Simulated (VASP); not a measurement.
# BeTe (F-43m) in VASP: a series of runs, part 2 of 2

VASP 6.6.1. The steps go on from the part before.

## 3. Single point, r2SCAN

POSCAR reads:

```
BeTe
1.0
    0.0000000000      2.8286236224      2.8286236224
    2.8286236224      0.0000000000      2.8286236224
    2.8286236224      2.8286236224      0.0000000000
Be Te
1 1
Direct
    0.0000000000      0.0000000000      0.0000000000
    0.2500000000      0.2500000000      0.2500000000
```

INCAR.step1 reads:

```
PREC     = Accurate       # precision mode
ENCUT    = 520            # plane-wave cutoff, eV
ISMEAR   = 0              # smearing method
SIGMA    = 0.01           # smearing width, eV
LREAL    = False          # projectors in reciprocal space
LASPH    = True           # aspherical terms in the spheres
NELM     = 80             # most SCF steps
NBANDS   = 11             # bands
GGA      = PE             # functional
ALGO     = Normal         # electronic algorithm
EDIFF    = 1E-4           # SCF threshold, eV
LWAVE    = True           # write WAVECAR
LCHARG   = False          # write CHGCAR
```

INCAR.step2 reads:

```
PREC     = Accurate       # precision mode
ENCUT    = 520            # plane-wave cutoff, eV
EDIFF    = 1E-7           # SCF threshold, eV
ISMEAR   = 0              # smearing method
SIGMA    = 0.01           # smearing width, eV
LREAL    = False          # projectors in reciprocal space
LASPH    = True           # aspherical terms in the spheres
NELM     = 80             # most SCF steps
ALGO     = Normal         # electronic algorithm
ISIF     = 2              # what is computed and relaxed
LWAVE    = False          # write WAVECAR
LCHARG   = False          # write CHGCAR
METAGGA  = R2SCAN         # meta-GGA
LMIXTAU  = True         
NBANDS   = 11             # bands
ISTART   = 1
```

KPOINTS reads:

```
Automatic mesh
0
Gamma
  6 6 6
```

Potentials or basis: VASP PAW PBE potentials, release 64 (Be, Te).

Run with:

```
$ cat potpaw_PBE.64/Be/POTCAR potpaw_PBE.64/Te/POTCAR > POTCAR
$ cp INCAR.step1 INCAR
$ mpirun -np 1 vasp_std > vasp.out
$ cp INCAR.step2 INCAR
$ mpirun -np 1 vasp_std > vasp.out
```

OUTCAR:

```text
PREC = Accurate
   ENCUT = 520
   EDIFF = 1E-7
   ISMEAR = 0
   LREAL = False
   LASPH = True
   NELM = 80
   ISIF = 2
   METAGGA = R2SCAN
   ISTART = 1

 ion  position               nearest neighbor table
   1  0.000  0.000  0.000-   2 2.45   2 2.45   2 2.45   2 2.45
   2  0.250  0.250  0.250-   1 2.45   1 2.45   1 2.45   1 2.45

  LATTYP: Found a face centered cubic cell.
 ALAT       =     5.6572472448

  Lattice vectors:

 A1 = (   0.0000000000,   2.8286236224,   2.8286236224)
 A2 = (   2.8286236224,   0.0000000000,   2.8286236224)
 A3 = (   2.8286236224,   2.8286236224,   0.0000000000)

Analysis of symmetry for initial positions (statically):
=====================================================================
 Subroutine PRICEL returns:
 Original cell was already a primitive cell.

 Routine SETGRP: Setting up the symmetry group for a
 face centered cubic supercell.

 Subroutine GETGRP returns: Found 24 space group operations
 (whereof 24 operations were pure point group operations)
 out of a pool of 48 trial point group operations.

The static configuration has the point symmetry T_d .

Analysis of symmetry for dynamics (positions and initial velocities):
=====================================================================
 Subroutine PRICEL returns:
 Original cell was already a primitive cell.

 Routine SETGRP: Setting up the symmetry group for a
 face centered cubic supercell.

 Subroutine GETGRP returns: Found 24 space group operations
 (whereof 24 operations were pure point group operations)
 out of a pool of 48 trial point group operations.

The dynamic configuration has the point symmetry T_d .

 Subroutine INISYM returns: Found 24 space group operations
 (whereof 24 operations are pure point group operations),
 and found     1 'primitive' translations

----------------------------------------------------------------------------------------

                                     Primitive cell

  volume of cell :      45.2643

  direct lattice vectors                    reciprocal lattice vectors
     0.000000000  2.828623622  2.828623622    -0.176764415  0.176764415  0.176764415
     2.828623622  0.000000000  2.828623622     0.176764415 -0.176764415  0.176764415
     2.828623622  2.828623622  0.000000000     0.176764415  0.176764415 -0.176764415

  length of vectors
     4.000277890  4.000277890  4.000277890     0.306164948  0.306164948  0.306164948

  position of ions in fractional coordinates (direct lattice)
     0.000000000  0.000000000  0.000000000
     0.250000000  0.250000000  0.250000000

  ion indices of the primitive-cell ions
   primitive index   ion index
                 1           1
                 2           2

----------------------------------------------------------------------------------------

 KPOINTS: Automatic mesh

Automatic generation of k-mesh.
 Grid dimensions read from file:
 generate k-points for:    6    6    6

 Generating k-lattice:

  Cartesian coordinates                     Fractional coordinates (reciprocal lattice)
    -0.029460736  0.029460736  0.029460736     0.166666667  0.000000000  0.000000000
     0.029460736 -0.029460736  0.029460736     0.000000000  0.166666667  0.000000000
     0.029460736  0.029460736 -0.029460736     0.000000000  0.000000000  0.166666667

  Length of vectors
     0.051027491  0.051027491  0.051027491

  Shift w.r.t. Gamma in fractional coordinates (k-lattice)
     0.000000000  0.000000000  0.000000000

 Subroutine IBZKPT returns following result:
 ===========================================

 Found     16 irreducible k-points:

 Following reciprocal coordinates:
            Coordinates               Weight
  0.000000  0.000000  0.000000      1.000000
  0.166667  0.000000  0.000000      8.000000
  0.333333  0.000000  0.000000      8.000000
  0.500000  0.000000  0.000000      4.000000
  0.166667  0.166667  0.000000      6.000000
  0.333333  0.166667  0.000000     24.000000
[... 8 lines left out ...]
 -0.333333  0.333333  0.166667     24.000000
 -0.333333  0.500000  0.166667     12.000000
   k-points           NKPTS =     16   k-points in BZ     NKDIM =     16   number of bands    NBANDS=     11
   number of dos      NEDOS =    301   number of ions     NIONS =      2
   total plane-waves  NPLWV =  27000
   dimension x,y,z NGX =    30 NGY =   30 NGZ =   30
   dimension x,y,z NGXF=    60 NGYF=   60 NGZF=   60
   ions per type =               1   1
   NGX,Y,Z   is equivalent  to a cutoff of  12.47, 12.47, 12.47 a.u.
   NGXF,Y,Z  is equivalent  to a cutoff of  24.94, 24.94, 24.94 a.u.
 SYSTEM =  unknown system
   PREC   = accura    normal or accurate (medium, high low for compatibility)
   ISTART =      1    job   : 0-new  1-cont  2-samecut
   ICHARG =      0    charge: 1-file 2-atom 10-const
   ISPIN  =      1    spin polarized calculation?
   LNONCOLLINEAR =      F non collinear calculations
   LSORBIT =      F    spin-orbit coupling
   LASPH  =      T    aspherical Exc in radial PAW
   ENCUT  =  520.0 eV  38.22 Ry    6.18 a.u.   7.44  7.44  7.44*2*pi/ulx,y,z
   NELM   =     80;   NELMIN=  2; NELMDL=  0     # of ELM steps
   EDIFF  = 0.1E-06   stopping-criterion for ELM
   LREAL  =      F    real-space projection
   EDIFFG = 0.1E-05   stopping-criterion for IOM
   NSW    =      0    number of steps for IOM
   IBRION =     -1    ionic relax: 0-MD 1-quasi-New 2-CG
   NFREE  =      0    steps in history (QN), initial steepest desc. (CG)
   ISIF   =      2    stress and relaxation
   ISYM   =      2    0-nonsym 1-usesym 2-fastsym
   POTIM  = 0.5000    time-step for ionic-motion
   TEBEG  =    0.0;   TEEND  =   0.0 temperature during run
   PSTRESS=    0.0 pullay stress
   NELECT =       8.0000    total number of electrons
   NUPDOWN=      -1.0000    fix difference up-down
   EMIN   =  10.00;   EMAX   =-10.00  energy-range for DOS
   EFERMI =   0.00;   METHOD = LEGACY
   ISMEAR =     0;   SIGMA  =   0.01  broadening in eV -4-tet -1-fermi 0-gaus
   EFERMI_NEDOS =   21; number of points for ismear=-14 and -15
   IALGO  =     38    algorithm
   IMIX   =      4    mixing-type and parameters
     AMIX     =   0.40;   BMIX     =  1.00
     AMIX_MAG =   1.60;   BMIX_MAG =  1.00
  volume/ion in A,a.u.               =      22.63       152.73
  Fermi-wavevector in a.u.,A,eV,Ry     =   0.918727  1.736142 11.484116  0.844059
  Thomas-Fermi vector in A             =   2.043841
   LORBIT       =      0    0 simple, 1 ext, 2 COOP (PROOUT), +10 PAW based schemes
   METAGGA = R2SCAN    functional components
   LHFCALC =     F    Hartree Fock is set to
   AEXX    =    0.0000 exact exchange contribution
   IVDW    =     0    specifies the selected vdW correction
   LEPSILON=     F    determine dielectric tensor
   LRPA    =     F    only Hartree local field effects (RPA)
 non-spin polarized calculation
 Gauss-broadening in eV      SIGMA  =   0.01
  energy-cutoff  :      520.00
  volume of cell :       45.26
 maximum number of plane-waves:      1243
 NGX is ok and might be reduce to    30
   NGX = 15   NGY = 15   NGZ = 15

 number of electron       8.0000000 magnetization

 Free energy of the ion-electron system (eV)
  ---------------------------------------------------
  ext. energy  EPLUGINS =         0.00000000
  ---------------------------------------------------
  free energy    TOTEN  =       -30.67990293 eV

  energy without entropy =      -30.67990293  energy(sigma->0) =      -30.67990293

 E-fermi :   4.8516     XC(G=0):  -9.4214

 val. band max:        4.7885624722   @ k =   0.0000   0.0000   0.0000
 cond. band min:       7.1557938310   @ k =   0.5000   0.5000   0.0000
 fundamental gap:      2.3672313588
 Fermi energy:         4.8516356149

 k-point     1 :       0.0000    0.0000    0.0000
  band No.  band energies     occupation
      1      -7.9063      2.00000
      2       4.7886      2.00000
      3       4.7886      2.00000
      4       4.7886      2.00000
      5       8.8173      0.00000
      6       8.8173      0.00000
      7       8.8173      0.00000
      8       9.1933      0.00000
      9      13.8007      0.00000
     10      15.5076      0.00000
     11      15.5076      0.00000
[... 197 lines left out ...]
 k-point    16 :      -0.3333    0.5000    0.1667
  band No.  band energies     occupation
      1      -5.9513      2.00000
      2      -0.1412      2.00000
      3       1.3453      2.00000
      4       1.6690      2.00000
      5       8.9294      0.00000
      6       9.4697      0.00000
      7      12.7448      0.00000
      8      12.9666      0.00000
      9      16.4379      0.00000
     10      17.3919      0.00000
     11      18.3929      0.00000

------------------------ aborting loop because EDIFF is reached ----------------------------------------

  FORCE on cell =-STRESS in cart. coord.  units (eV):
  Direction    XX          YY          ZZ          XY          YZ          ZX
  --------------------------------------------------------------------------------------
  -------------------------------------------------------------------------------------
  Total        0.0587088      0.0587088      0.0587088      0.0000000     -0.0000000      0.0000000
  in kB        2.0780621      2.0780621      2.0780621      0.0000000     -0.0000000      0.0000000
  external PRESSURE =       2.0780621 kB  Pullay stress =       0.0000000 kB

 VOLUME and BASIS-vectors are now :
 -----------------------------------------------------------------------------
  energy-cutoff  :      520.00
  volume of cell :       45.26
      direct lattice vectors                 reciprocal lattice vectors
     0.000000000  2.828623622  2.828623622    -0.176764415  0.176764415  0.176764415
     2.828623622  0.000000000  2.828623622     0.176764415 -0.176764415  0.176764415
     2.828623622  2.828623622  0.000000000     0.176764415  0.176764415 -0.176764415

 POSITION                                       TOTAL-FORCE (eV/Angst)
 -----------------------------------------------------------------------------------
      0.00000      0.00000      0.00000        -0.000000     -0.000000      0.000000
      1.41431      1.41431      1.41431         0.000000      0.000000     -0.000000
 -----------------------------------------------------------------------------------
    total drift:                                0.000000      0.000000      0.000000

  FREE ENERGIE OF THE ION-ELECTRON SYSTEM (eV)
  ---------------------------------------------------
  free  energy   TOTEN  =       -30.6799029284 eV

  energy  without entropy=      -30.6799029284  energy(sigma->0) =      -30.67990293
```

Wall time 45 s (1 thread of AMD EPYC 7R43 (Zen 3), shared host); peak memory 0.14 GiB.

What came out:

- Free energy: -30.6799 eV
- Pressure: 0.2 GPa
- Band gap on the k mesh: 2.37 eV (least direct gap 4.03 eV)

Caveat: the PAW data sets were made with another functional, which shifts forces and pressure a little; spin-orbit coupling is left out, which moves the levels of the heavy elements. A k mesh can miss the band edges.

## 4. Single point, HSE06

POSCAR is that of step 3.

INCAR.step1 reads:

```
SYSTEM = BeTe
ALGO = Normal ; EDIFF = 1E-5
ENCUT = 520 ; GGA = PE
ISIF = 2 ; ISMEAR = 0
LASPH = .TRUE. ; LREAL = .FALSE.
LWAVE = .TRUE. ; NBANDS = 11
NELM = 100 ; PREC = Accurate
SIGMA = 0.01
```

INCAR.step2 reads:

```
SYSTEM = BeTe
ALGO = Normal ; EDIFF = 1E-7
ENCUT = 520 ; GGA = PE
HFSCREEN = 0.2079 ; ISIF = 2
ISMEAR = 0 ; ISTART = 1
LASPH = .TRUE. ; LCHARG = .TRUE.
LELF = .TRUE. ; LHFCALC = .TRUE.
LREAL = .FALSE. ; LVHAR = .TRUE.
LWAVE = .FALSE. ; NBANDS = 11
NELM = 100 ; PREC = Accurate
PRECFOCK = Normal ; SIGMA = 0.01
```

KPOINTS reads:

```
k-points
0
G
  6 6 6
  0 0 0
```

Run with:

```
$ cat potpaw_PBE.64/Be/POTCAR potpaw_PBE.64/Te/POTCAR > POTCAR
$ cp INCAR.step1 INCAR
$ mpirun -np 1 vasp_std > vasp.out
$ cp INCAR.step2 INCAR
$ mpirun -np 1 vasp_std > vasp.out
```

It took 24 min on 1 thread of AMD EPYC 7R43 (Zen 3), shared host; peak memory 0.26 GiB.

The run converged. Its results:

```yaml
Free_energy: -8.7508 eV
Pressure: -0.9 GPa
Band_gap_on_the_k_mesh: 2.67 eV (least direct gap 4.48 eV)
```

Levels at points of the mesh, in eV from the valence-band top:
```
           k point  band 1  band 2  band 3  band 4  band 5  band 6  band 7  band 8  band 9
(0.00, 0.00, 0.00)  -13.35    0.00    0.00    0.00    4.48    4.48    4.48    4.49    9.34
(0.50, 0.00, 0.00)  -11.87   -6.01   -1.20   -1.20    3.79    5.48    5.48    8.84   12.05
(0.50, 0.50, 0.00)  -11.33   -5.58   -2.82   -2.82    2.67    3.40   10.99   10.99   12.78
```

Caveat: the PAW data sets were made with another functional, which shifts forces and pressure a little; spin-orbit coupling is left out, which moves the levels of the heavy elements. A k mesh can miss the band edges.

## 5. The runs side by side

| level | grid for exact exchange (PRECFOCK) | share of exact exchange | screening parameter | gap on the mesh (eV) | pressure (GPa) |
| --- | --- | --- | --- | --- | --- |
| PBE | - | - | - | 2.01 | 0.4 |
| r2SCAN | - | - | - | 2.37 | 0.2 |
| HSE06 | Normal | 0.25 | 0.2079 1/Å | 2.67 | -0.9 |

Alike in all rows: task single point; potentials or basis VASP PAW PBE potentials, release 64 (Be, Te); no spin polarisation; cell as given; k mesh 6 × 6 × 6; cutoff (eV) 520; smearing gaussian 0.01 eV.

On the cell as given the gap runs from 2.01 eV (PBE) to 2.67 eV (HSE06). The pressure there spans -0.9 GPa (HSE06) to 0.4 GPa (PBE); a positive pressure means that this level wants a larger cell, a negative one a smaller.

Caveats: spin-orbit coupling is left out, which moves the levels of the heavy elements; the PAW data sets were made with another functional, which shifts forces and pressure a little (at least some runs).

Absolute energies hang on the potentials; compare differences alone.
